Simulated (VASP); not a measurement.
Input of a VASP 6.6.1 run:

File INCAR:

```
SYSTEM = PbS
  ALGO = Normal
  EDIFF = 1E-6
  ENCUT = 500
  GGA = PS
  GGA_COMPAT = .FALSE.
  ISIF = 2
  ISMEAR = 0
  LASPH = .TRUE.
  LCHARG = .TRUE.
  LELF = .TRUE.
  LREAL = .FALSE.
  LVHAR = .TRUE.
  LWAVE = .FALSE.
  NBANDS = 17
  NELM = 120
  PREC = Accurate
  SIGMA = 0.01
```

KPOINTS

```
k-points
0
G
  5 5 5
  0 0 0
```

File POSCAR:

```
PbS
1.0
    4.0483850946      0.0000000000      0.0000000000
   -2.0241925473      3.5060039781      0.0000000000
    0.0000000000      0.0000000000      3.7499000706
Pb S
1 1
Direct
    0.0000000000      0.0000000000      0.0000000000
    0.6666666667      0.3333333333      0.5000000000
```

Potentials or basis: VASP PAW PBE potentials, release 64 (Pb_d, S).

Run with:

```bash
$ cat potpaw_PBE.64/Pb_d/POTCAR potpaw_PBE.64/S/POTCAR > POTCAR
$ mpirun -np 1 vasp_std > vasp.out
```

Q: What does it give for the pressure?

A: -1.3 GPa.

Q: Estimate the band gap on the k mesh.

A: 0.82 eV, indirect (least direct gap 2.13 eV).

Stress tensor (GPa, compression positive):
```
-1.38  0.00  0.00
 0.00 -1.38  0.00
 0.00  0.00 -1.07
```

Caveat: the PAW data sets were made with another functional, which shifts forces and pressure a little; spin-orbit coupling is left out, which moves the levels of the heavy elements. A k mesh can miss the band edges.
